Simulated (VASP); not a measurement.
Runs of VASP 6.6.1 on Ti. The structure is that of space group Im-3m (No. 229), or close to it. The cells are those of the table. 

```tsv
task	cell	cutoff (eV)	gap on the mesh (eV)	pressure (GPa)
electric field gradients	a = 2.805 Å, angles 110.0, 110.0, 108.4°, 1 atom	400	none	-3.7
single point	a = 2.786 Å, angles 110.3, 110.3, 107.8°, 1 atom	520	none	-0.8
electric field gradients	a = 2.823 Å, angles 108.9, 108.9, 110.6°, 1 atom	400	none	(a)
electric field gradients	a = 2.852 Å, angles 109.7, 109.7, 108.9°, 1 atom	400	none	(b)
electric field gradients	a = 2.899 Å, angles 108.7, 108.7, 111.1°, 1 atom	400	none	-12.1
```

Alike in all rows: level PBEsol; potentials or basis VASP PAW PBE potentials, release 64 (Ti_sv); no spin polarisation; k mesh 14 × 14 × 14; smearing fermi-dirac 0.05 eV.

Q: Estimate the missing entries.

A: (a) -5.6; (b) -8.3.

Caveats: the PAW data sets were made with another functional, which shifts forces and pressure a little; the cell stands under tension (at least some runs).

A gap of «none» marks levels without a gap at the run's occupations.
